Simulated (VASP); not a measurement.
Input of a VASP 6.6.1 run:

INCAR

```
SYSTEM = HfO2
PREC = Accurate
ENCUT = 600
EDIFF = 1E-6
ISMEAR = -1
SIGMA = 0.03
LREAL = .False.
LASPH = .True.
NELM = 120
ALGO = Normal
ISIF = 2
LWAVE = .False.
LCHARG = .False.
GGA = PS
NBANDS = 18
GGA_COMPAT = .False.
```

KPOINTS

```
regular mesh
0
Gamma
  9 9 4
  0 0 0
```

File POSCAR:

```
HfO2
1.0
    3.2192377283      0.0000000000      0.0000000000
   -1.6096188641      2.7879416535      0.0000000000
    0.0000000000      0.0000000000      5.1790552447
Hf O
1 2
Direct
    0.0000000000      0.0000000000      0.0000000000
    0.6666666667      0.3333333333      0.8136946538
    0.3333333333      0.6666666667      0.1863053462
```

Potentials or basis: VASP PAW PBE potentials, release 64 (Hf_pv, O).

Run with:

```console
$ cat potpaw_PBE.64/Hf_pv/POTCAR potpaw_PBE.64/O/POTCAR > POTCAR
$ mpirun -np 1 vasp_std > vasp.out
```

Problem. What does it give for the largest force?

Solution. 0.195 eV/Å.

Problem. Predict the pressure.

Solution. -2.3 GPa.

Forces on the atoms (eV/Å):
```
Hf   0.000  0.000  0.000
O    0.000  0.000  0.195
O    0.000  0.000 -0.195
```

Caveat: the PAW data sets were made with another functional, which shifts forces and pressure a little.
